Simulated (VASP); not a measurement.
# AgCl (Chlorargyrite) (Fm-3m) in VASP: a series of runs

The runs below take AgCl (Chlorargyrite) through single point, with PBE.

Program: VASP 6.6.1. These are calculated values, not measurements. Logs are shortened: lines on timing, memory, paths and dates and some standing lists are left out, and cuts for length are marked.

### 1 The cell of the first run

Symmetry: Fm-3m, No. 225, cubic system. Conventional cell: a = 5.396 Å, b = 5.396 Å, c = 5.396 Å, α = 90.00°, β = 90.00°, γ = 90.00°. Ag (site symmetry m-3m) has 6 Cl at 2.70 Å within 3.6 Å. Cl (site symmetry m-3m) has 6 Ag at 2.70 Å within 3.6 Å.

### 2 Single point, PBE

File INCAR:

```
PREC = Accurate ; ENCUT = 520
EDIFF = 1E-7 ; ISMEAR = -1
SIGMA = 0.05 ; LREAL = F
LASPH = T ; NELM = 60
ALGO = Normal ; ISIF = 2
LWAVE = F ; LCHARG = F
GGA = PE ; NBANDS = 16
```

File KPOINTS:

```
regular mesh
0
Gamma
  7 7 7
```

File POSCAR:

```
AgCl
1.0
    0.0000000000      2.6980360093      2.6980360093
    2.6980360093      0.0000000000      2.6980360093
    2.6980360093      2.6980360093      0.0000000000
Ag Cl
1 1
Direct
    0.0000000000      0.0000000000      0.0000000000
    0.5000000000      0.5000000000      0.5000000000
```

Potentials or basis: VASP PAW PBE potentials, release 64 (Ag, Cl).

On the command line:

```
> cat potpaw_PBE.64/Ag/POTCAR potpaw_PBE.64/Cl/POTCAR > POTCAR
> mpirun -np 1 vasp_std > vasp.out
```

OUTCAR:

```text
PREC = Accurate
   ENCUT = 520
   EDIFF = 1E-7
   ISMEAR = -1
   LREAL = F
   LASPH = T
   NELM = 60
   ISIF = 2
   GGA = PE

 ion  position               nearest neighbor table
   1  0.000  0.000  0.000-   2 2.70   2 2.70   2 2.70   2 2.70   2 2.70   2 2.70
   2  0.500  0.500  0.500-   1 2.70   1 2.70   1 2.70   1 2.70   1 2.70   1 2.70

  LATTYP: Found a face centered cubic cell.
 ALAT       =     5.3960720186

  Lattice vectors:

 A1 = (   0.0000000000,   2.6980360093,   2.6980360093)
 A2 = (   2.6980360093,   0.0000000000,   2.6980360093)
 A3 = (   2.6980360093,   2.6980360093,   0.0000000000)

Analysis of symmetry for initial positions (statically):
=====================================================================
 Subroutine PRICEL returns:
 Original cell was already a primitive cell.

 Routine SETGRP: Setting up the symmetry group for a
 face centered cubic supercell.

 Subroutine GETGRP returns: Found 48 space group operations
 (whereof 48 operations were pure point group operations)
 out of a pool of 48 trial point group operations.

The static configuration has the point symmetry O_h .

Analysis of symmetry for dynamics (positions and initial velocities):
=====================================================================
 Subroutine PRICEL returns:
 Original cell was already a primitive cell.

 Routine SETGRP: Setting up the symmetry group for a
 face centered cubic supercell.

 Subroutine GETGRP returns: Found 48 space group operations
 (whereof 48 operations were pure point group operations)
 out of a pool of 48 trial point group operations.

The dynamic configuration has the point symmetry O_h .

 Subroutine INISYM returns: Found 48 space group operations
 (whereof 48 operations are pure point group operations),
 and found     1 'primitive' translations

----------------------------------------------------------------------------------------

                                     Primitive cell

  volume of cell :      39.2802

  direct lattice vectors                    reciprocal lattice vectors
     0.000000000  2.698036009  2.698036009    -0.185319988  0.185319988  0.185319988
     2.698036009  0.000000000  2.698036009     0.185319988 -0.185319988  0.185319988
     2.698036009  2.698036009  0.000000000     0.185319988  0.185319988 -0.185319988

  length of vectors
     3.815599116  3.815599116  3.815599116     0.320983634  0.320983634  0.320983634

  position of ions in fractional coordinates (direct lattice)
     0.000000000  0.000000000  0.000000000
     0.500000000  0.500000000  0.500000000

  ion indices of the primitive-cell ions
   primitive index   ion index
                 1           1
                 2           2

----------------------------------------------------------------------------------------

 KPOINTS: regular mesh

Automatic generation of k-mesh.
 Grid dimensions read from file:
 generate k-points for:    7    7    7

 Generating k-lattice:

  Cartesian coordinates                     Fractional coordinates (reciprocal lattice)
    -0.026474284  0.026474284  0.026474284     0.142857143  0.000000000  0.000000000
     0.026474284 -0.026474284  0.026474284     0.000000000  0.142857143  0.000000000
     0.026474284  0.026474284 -0.026474284     0.000000000  0.000000000  0.142857143

  Length of vectors
     0.045854805  0.045854805  0.045854805

  Shift w.r.t. Gamma in fractional coordinates (k-lattice)
     0.000000000  0.000000000  0.000000000

 Subroutine IBZKPT returns following result:
 ===========================================

 Found     20 irreducible k-points:

 Following reciprocal coordinates:
            Coordinates               Weight
  0.000000  0.000000  0.000000      1.000000
  0.142857  0.000000  0.000000      8.000000
  0.285714  0.000000  0.000000      8.000000
  0.428571  0.000000  0.000000      8.000000
  0.142857  0.142857  0.000000      6.000000
  0.285714  0.142857  0.000000     24.000000
[... 12 lines left out ...]
 -0.428571  0.428571  0.142857     24.000000
 -0.285714  0.428571  0.142857     24.000000
   k-points           NKPTS =     20   k-points in BZ     NKDIM =     20   number of bands    NBANDS=     16
   number of dos      NEDOS =    301   number of ions     NIONS =      2
   total plane-waves  NPLWV =  21952
   dimension x,y,z NGX =    28 NGY =   28 NGZ =   28
   dimension x,y,z NGXF=    56 NGYF=   56 NGZF=   56
   ions per type =               1   1
   NGX,Y,Z   is equivalent  to a cutoff of  12.20, 12.20, 12.20 a.u.
   NGXF,Y,Z  is equivalent  to a cutoff of  24.40, 24.40, 24.40 a.u.
 SYSTEM =  unknown system
   PREC   = accura    normal or accurate (medium, high low for compatibility)
   ISTART =      0    job   : 0-new  1-cont  2-samecut
   ICHARG =      2    charge: 1-file 2-atom 10-const
   ISPIN  =      1    spin polarized calculation?
   LNONCOLLINEAR =      F non collinear calculations
   LSORBIT =      F    spin-orbit coupling
   LASPH  =      T    aspherical Exc in radial PAW
   ENCUT  =  520.0 eV  38.22 Ry    6.18 a.u.   7.09  7.09  7.09*2*pi/ulx,y,z
   NELM   =     60;   NELMIN=  2; NELMDL= -5     # of ELM steps
   EDIFF  = 0.1E-06   stopping-criterion for ELM
   LREAL  =      F    real-space projection
   EDIFFG = 0.1E-05   stopping-criterion for IOM
   NSW    =      0    number of steps for IOM
   IBRION =     -1    ionic relax: 0-MD 1-quasi-New 2-CG
   NFREE  =      0    steps in history (QN), initial steepest desc. (CG)
   ISIF   =      2    stress and relaxation
   ISYM   =      2    0-nonsym 1-usesym 2-fastsym
   POTIM  = 0.5000    time-step for ionic-motion
   TEBEG  =    0.0;   TEEND  =   0.0 temperature during run
   PSTRESS=    0.0 pullay stress
   NELECT =      18.0000    total number of electrons
   NUPDOWN=      -1.0000    fix difference up-down
   EMIN   =  10.00;   EMAX   =-10.00  energy-range for DOS
   EFERMI =   0.00;   METHOD = LEGACY
   ISMEAR =    -1;   SIGMA  =   0.05  broadening in eV -4-tet -1-fermi 0-gaus
   EFERMI_NEDOS =   21; number of points for ismear=-14 and -15
   IALGO  =     38    algorithm
   IMIX   =      4    mixing-type and parameters
     AMIX     =   0.40;   BMIX     =  1.00
     AMIX_MAG =   1.60;   BMIX_MAG =  1.00
  volume/ion in A,a.u.               =      19.64       132.54
  Fermi-wavevector in a.u.,A,eV,Ry     =   1.262141  2.385101 21.674085  1.593000
  Thomas-Fermi vector in A             =   2.395564
   LORBIT       =      0    0 simple, 1 ext, 2 COOP (PROOUT), +10 PAW based schemes
   GGA     = PE    functional components
   LHFCALC =     F    Hartree Fock is set to
   AEXX    =    0.0000 exact exchange contribution
   IVDW    =     0    specifies the selected vdW correction
   LEPSILON=     F    determine dielectric tensor
   LRPA    =     F    only Hartree local field effects (RPA)
 non-spin polarized calculation
  energy-cutoff  :      520.00
  volume of cell :       39.28
 maximum number of plane-waves:      1067
   NGX = 15   NGY = 15   NGZ = 15

 number of electron      18.0000008 magnetization

 Free energy of the ion-electron system (eV)
  ---------------------------------------------------
  ext. energy  EPLUGINS =         0.00000000
  ---------------------------------------------------
  free energy    TOTEN  =        -5.31253660 eV

  energy without entropy =       -5.31253472  energy(sigma->0) =       -5.31253566

 E-fermi :   5.4081     XC(G=0): -10.4035

 val. band max:        4.8226389601   @ k =   0.4286   0.0000   0.0000
 cond. band min:       5.8157607313   @ k =   0.0000   0.0000   0.0000
 fundamental gap:      0.9931217712
 Fermi energy:         5.4081092034

 k-point     1 :       0.0000    0.0000    0.0000
  band No.  band energies     occupation
      1     -10.8213      2.00000
      2       2.1086      2.00000
      3       2.1086      2.00000
      4       2.1086      2.00000
      5       2.1547      2.00000
      6       2.1547      2.00000
[... 8 lines left out ...]
     15      18.7286      0.00000
     16      18.7345      0.00000

 k-point     2 :       0.1429    0.0000    0.0000
  band No.  band energies     occupation
      1     -10.7248      2.00000
      2       1.1419      2.00000
      3       1.2685      2.00000
      4       1.2685      2.00000
      5       2.1926      2.00000
      6       2.1926      2.00000
[... 8 lines left out ...]
     15      17.0346      0.00000
     16      17.8342      0.00000

 k-point     3 :       0.2857    0.0000    0.0000
  band No.  band energies     occupation
      1     -10.4942      2.00000
      2      -0.1380      2.00000
      3       0.5880      2.00000
      4       0.5880      2.00000
      5       2.3786      2.00000
      6       2.3786      2.00000
[... 8 lines left out ...]
     15      17.4298      0.00000
     16      17.8275      0.00000

 k-point     4 :       0.4286    0.0000    0.0000
  band No.  band energies     occupation
      1     -10.2931      2.00000
      2      -0.9372      2.00000
      3       0.2291      2.00000
      4       0.2291      2.00000
      5       2.5358      2.00000
      6       2.5358      2.00000
[... 8 lines left out ...]
     15      18.3845      0.00000
     16      18.4560      0.00000
[... 248 lines left out ...]
 k-point    18 :      -0.4286    0.2857    0.1429
  band No.  band energies     occupation
      1     -10.2475      2.00000
      2      -0.4665      2.00000
      3       0.2701      2.00000
      4       0.4438      2.00000
      5       2.4285      2.00000
      6       2.5753      2.00000
[... 8 lines left out ...]
     15      18.9437      0.00000
     16      20.4718      0.00000

 k-point    19 :      -0.4286    0.4286    0.1429
  band No.  band energies     occupation
      1     -10.2413      2.00000
      2      -0.0950      2.00000
      3       0.5115      2.00000
      4       0.7647      2.00000
      5       2.3010      2.00000
      6       2.6233      2.00000
[... 8 lines left out ...]
     15      19.5362      0.00000
     16      20.5764      0.00000

 k-point    20 :      -0.2857    0.4286    0.1429
  band No.  band energies     occupation
      1     -10.2121      2.00000
      2      -0.0140      2.00000
      3       0.2445      2.00000
      4       0.4295      2.00000
      5       2.4592      2.00000
      6       2.6160      2.00000
[... 8 lines left out ...]
     15      18.4582      0.00000
     16      20.7211      0.00000

------------------------ aborting loop because EDIFF is reached ----------------------------------------

  FORCE on cell =-STRESS in cart. coord.  units (eV):
  Direction    XX          YY          ZZ          XY          YZ          ZX
  --------------------------------------------------------------------------------------
  -------------------------------------------------------------------------------------
  Total        1.6046997      1.6046997      1.6046997      0.0000000      0.0000000     -0.0000000
  in kB       65.4532381     65.4532381     65.4532381      0.0000000      0.0000000     -0.0000000
  external PRESSURE =      65.4532381 kB  Pullay stress =       0.0000000 kB

 VOLUME and BASIS-vectors are now :
 -----------------------------------------------------------------------------
  energy-cutoff  :      520.00
  volume of cell :       39.28
      direct lattice vectors                 reciprocal lattice vectors
     0.000000000  2.698036009  2.698036009    -0.185319988  0.185319988  0.185319988
     2.698036009  0.000000000  2.698036009     0.185319988 -0.185319988  0.185319988
     2.698036009  2.698036009  0.000000000     0.185319988  0.185319988 -0.185319988

 POSITION                                       TOTAL-FORCE (eV/Angst)
 -----------------------------------------------------------------------------------
      0.00000      0.00000      0.00000         0.000000      0.000000      0.000000
      2.69804      2.69804      2.69804         0.000000      0.000000      0.000000
 -----------------------------------------------------------------------------------
    total drift:                                0.000000      0.000000      0.000000

  FREE ENERGIE OF THE ION-ELECTRON SYSTEM (eV)
  ---------------------------------------------------
  free  energy   TOTEN  =        -5.3125365983 eV

  energy  without entropy=       -5.3125347234  energy(sigma->0) =       -5.31253566
```

Run time: 9.6 s. Hardware: 1 thread of Intel Xeon Platinum 8375C at 2.90GHz (Ice Lake), shared host; peak memory 0.16 GiB.

Results:

- Free energy: -5.3125 eV
- Pressure: 6.5 GPa
- Band gap on the k mesh: 0.99 eV, indirect (least direct gap 3.53 eV)

A k mesh can miss the band edges. PBE gaps usually lie below the measured ones, often by a third to a half.

### 3 Single point, PBE

This run uses another cell than the first one, of 20.05 Å³/atom, 1.021 times its volume.

File INCAR:

```
SYSTEM = AgCl
PREC = Accurate ; ENCUT = 520
EDIFF = 1E-7 ; ISMEAR = -1
SIGMA = 0.05 ; LREAL = .FALSE.
LASPH = .TRUE. ; NELM = 80
ALGO = Normal ; ISIF = 2
LWAVE = .FALSE. ; LCHARG = .FALSE.
GGA = PE ; NBANDS = 16
```

File KPOINTS:

```
regular mesh
0
G
  7 7 7
  0 0 0
```

File POSCAR:

```
AgCl
1.0
    0.0000000000      2.7166437422      2.7166437422
    2.7166437422      0.0000000000      2.7166437422
    2.7166437422      2.7166437422      0.0000000000
Ag Cl
1 1
Direct
    0.0000000000      0.0000000000      0.0000000000
    0.5000000000      0.5000000000      0.5000000000
```

Potentials or basis: VASP PAW PBE potentials, release 64 (Ag, Cl).

On the command line:

```
> cat potpaw_PBE.64/Ag/POTCAR potpaw_PBE.64/Cl/POTCAR > POTCAR
> mpirun -np 1 vasp_std > vasp.out
```

Wall time 12 s (1 thread of Intel Xeon Platinum 8375C at 2.90GHz (Ice Lake), shared host); peak memory 0.17 GiB.

Results (log left out):

```
Free energy            : -5.3425 eV
Pressure               : 5.1 GPa
Band gap on the k mesh : 0.99 eV, indirect (least direct gap 3.45 eV)
```

Levels at points of the mesh, in eV from the valence-band top:
```tsv
k point	band 7	band 8	band 9	band 10	band 11	band 12
(0.00, 0.00, 0.00)	-2.50	-2.50	-2.50	0.99	10.91	10.91
```

A k mesh can miss the band edges. A hybrid or GW would open this gap; PBE tends to underestimate it.

### 4 Single point, PBE

This run uses another cell than the first one, of 20.46 Å³/atom, 1.042 times its volume.

File INCAR:

```
SYSTEM = AgCl
  PREC = Accurate
  ENCUT = 520
  EDIFF = 1E-6
  ISMEAR = -1
  SIGMA = 0.05
  LREAL = .False.
  LASPH = .True.
  NELM = 80
  ALGO = Normal
  ISIF = 2
  LWAVE = .False.
  LCHARG = .True.
  GGA = PE
  LELF = .True.
  LVHAR = .True.
  NBANDS = 16
```

File KPOINTS:

```
Automatic mesh
0
Gamma
  7 7 7
  0 0 0
```

File POSCAR:

```
AgCl
1.0
    0.0000000000      2.7350000000      2.7350000000
    2.7350000000      0.0000000000      2.7350000000
    2.7350000000      2.7350000000      0.0000000000
Ag Cl
1 1
Direct
    0.0000000000      0.0000000000      0.0000000000
    0.5000000000      0.5000000000      0.5000000000
```

On the command line:

```
> cat potpaw_PBE.64/Ag/POTCAR potpaw_PBE.64/Cl/POTCAR > POTCAR
> mpirun -np 1 vasp_std > vasp.out
```

Run time: 12 s. Hardware: 1 thread of Intel Xeon Platinum 8375C at 2.90GHz (Ice Lake), shared host; peak memory 0.16 GiB.

Results (log left out):

```yaml
Free_energy: -5.3655 eV
Pressure: 3.8 GPa
Band_gap_on_the_k_mesh: 0.98 eV, indirect (least direct gap 3.38 eV)
```

Levels at points of the mesh, in eV from the valence-band top:
| k point | band 5 | band 6 | band 7 | band 8 | band 9 | band 10 | band 11 | band 12 | band 13 | band 14 |
| --- | --- | --- | --- | --- | --- | --- | --- | --- | --- | --- |
| (0.00, 0.00, 0.00) | -2.49 | -2.49 | -2.42 | -2.42 | -2.42 | 0.98 | 10.92 | 10.92 | 10.92 | 12.40 |

A k mesh can miss the band edges. A hybrid or GW would open this gap; PBE tends to underestimate it.

### 5 Summary

```csv
cell,gap on the mesh (eV),pressure (GPa)
"a = 3.816 Å, angles 60.0°, 2 atoms",0.99,6.5
"a = 3.842 Å, angles 60.0°, 2 atoms",0.99,5.1
"a = 3.868 Å, angles 60.0°, 2 atoms",0.98,3.8
```

Alike in all rows: task single point; level PBE; potentials or basis VASP PAW PBE potentials, release 64 (Ag, Cl); no spin polarisation; k mesh 7 × 7 × 7; cutoff (eV) 520; smearing fermi-dirac 0.05 eV.

Total energies depend on the potentials used, so only differences within one code and one set of settings carry meaning.
